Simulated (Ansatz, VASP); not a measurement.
# One calculation of NaF, two programs

```
Na F
1.0
     0.00000    2.29725    2.24487
     2.29725    0.00000    2.24487
     2.29725    2.29725    0.00000
Na F
1 1
Direct
  0.00000 0.00000 0.00000
  0.50000 0.50000 0.50000
```

Change from the starting cell: uniaxial_z strain -2.3%.

Alike in both runs: task single point; functional HSE06; k mesh 6 × 6 × 6; no spin polarisation.

|  | VASP | Ansatz |
| --- | --- | --- |
| version | VASP 6.6.1 | Ansatz 0.2.0 |
| potentials or method | VASP PAW PBE potentials, release 64 (Na_pv, F) | plane waves, PAW |
| plane-wave cutoff (eV) | 520 | 420 |
| occupations | gaussian, width 0.01 eV | fixed |
| valence electrons in the cell | 14 | 16 |

VASP gave:

| Item | Value |
| --- | --- |
| gap on the k mesh at the Fermi level (eV) | 8.74 |
| pressure (GPa) | 3.1 |
| traceless stress, the component that is largest in VASP (GPa) | 1.73 |

Problem. Estimate Ansatz's values.

Solution. gap on the k mesh at the Fermi level (eV): 8.78; pressure (GPa): 2.9; traceless stress, the component that is largest in VASP (GPa): 1.65.

VASP's potentials hold 14 valence electrons a cell and Ansatz's 16, so a difference there can come from the potentials and not from the codes. Ansatz's warnings: stress exchange threshold loose, stress scf threshold loose.
